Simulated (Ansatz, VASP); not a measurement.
# Ba2CBrO6 in VASP and in Ansatz

```
CELL_PARAMETERS angstrom
0.00000 4.08488 4.08488
4.08488 0.00000 4.08488
4.08488 4.08488 0.00000
ATOMIC_POSITIONS crystal
Br 0.50000 0.50000 0.50000
O 0.76500 0.23500 0.23500
O 0.23500 0.76500 0.23500
O 0.23500 0.76500 0.76500
O 0.76500 0.23500 0.76500
O 0.23500 0.23500 0.76500
O 0.76500 0.76500 0.23500
C 0.00000 0.00000 0.00000
Ba 0.25000 0.25000 0.25000
Ba 0.75000 0.75000 0.75000
```

Alike in both runs: task single point; functional r2SCAN; k mesh 4 × 4 × 4; no spin polarisation.

|  | VASP | Ansatz |
| --- | --- | --- |
| version | VASP 6.6.1 | Ansatz 0.2.0 |
| potentials or method | VASP PAW PBE potentials, release 64 (Br, O_h, C_h, Ba_sv), cutoff 910 eV | PAW plane waves |
| occupations | fermi-dirac, width 0.1 eV | fermi-dirac |
| valence electrons in the cell | 67 | 67 |

|  | VASP | Ansatz | Ansatz less VASP |
| --- | --- | --- | --- |
| gap on the k mesh at the Fermi level (eV) | none | none | - |
| rms of the force components (eV/Å) | 0.184 | 0.180 | -0.0041 |

VASP's potentials were made for PBE, not for r2SCAN. Atom by atom the forces differ by 0.004 eV/Å (rms over components). A gap of «none» marks a metal or a gap that the smearing closes.

Neither program's run includes spin-orbit coupling. Noted on VASP's run: the cutoff is under 1.25 times that of the potentials, so the pressure is a little rough.
